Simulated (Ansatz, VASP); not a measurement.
# One calculation of KCl, two programs

```
K Cl
1.0
     4.03116    0.00000    0.00000
     0.00000    4.03116    0.00000
     0.00000    0.00000    4.03116
K Cl
1 1
Direct
  0.00000 0.00000 0.00000
  0.50000 0.50000 0.50000
```

Change from the starting cell: strain +0.050 along x and y, +0.050 along z, atoms carried along.

Alike in both runs: task single point; functional PBEsol; k mesh 6 × 6 × 6; occupations gaussian, width 0.05 eV; no spin polarisation.

```csv
,VASP,Ansatz
version,VASP 6.6.1,Ansatz 0.2.0
potentials or method,"VASP PAW PBE potentials, release 64 (K_sv, Cl), cutoff 520 eV","scalar-relativistic, plane waves, PAW"
valence electrons in the cell,16,16
```

```csv
,VASP,Ansatz,Ansatz less VASP
gap on the k mesh at the Fermi level (eV),4.11,4.12,+0.002
least direct gap on the mesh (eV),4.29,4.29,+0.002
pressure (GPa),-2.9,-2.8,+0.01
```

VASP's potentials were made for PBE, not for PBEsol.
